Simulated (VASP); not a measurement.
Here is a VASP 6.6.1 calculation.

POSCAR

```
SnTe2
1.0
    0.0000000000      3.7010376710      3.7010376710
    3.7010376710      0.0000000000      3.7010376710
    3.7010376710      3.7010376710      0.0000000000
Sn Te
1 2
Direct
    0.0000000000      0.0000000000      0.0000000000
    0.2500000000      0.2500000000      0.2500000000
    0.7500000000      0.7500000000      0.7500000000
```

The input INCAR.step1:

```
ALGO = Normal
EDIFF = 1E-4
ENCUT = 520
GGA = PE
ISMEAR = -1
LASPH = True
LCHARG = False
LREAL = False
LWAVE = True
NBANDS = 20
NELM = 80
PREC = Accurate
SIGMA = 0.02
```

Contents of INCAR.step2:

```
ALGO = Normal
EDIFF = 1E-6
ENCUT = 520
ISIF = 2
ISMEAR = -1
ISTART = 1
LASPH = True
LCHARG = False
LMIXTAU = True
LREAL = False
LWAVE = False
METAGGA = R2SCAN
NBANDS = 20
NELM = 80
PREC = Accurate
SIGMA = 0.02
```

Contents of KPOINTS:

```
k-points
0
Gamma
  6 6 6
```

Potentials or basis: VASP PAW PBE potentials, release 64 (Sn_d, Te).

Launch:

```sh
$ cat potpaw_PBE.64/Sn_d/POTCAR potpaw_PBE.64/Te/POTCAR > POTCAR
$ cp INCAR.step1 INCAR
$ mpirun -np 1 vasp_std > vasp.out
$ cp INCAR.step2 INCAR
$ mpirun -np 1 vasp_std > vasp.out
```

(1) Estimate the band gap on the k mesh.

(2) Predict the pressure.

## Answers

(1) zero (band 13 reaches 6.00 eV, above the bottom of band 14 at 3.91 eV).

(2) 0.0 GPa.

Caveat: the PAW data sets were made with another functional, which shifts forces and pressure a little; spin-orbit coupling is left out, which moves the levels of the heavy elements.
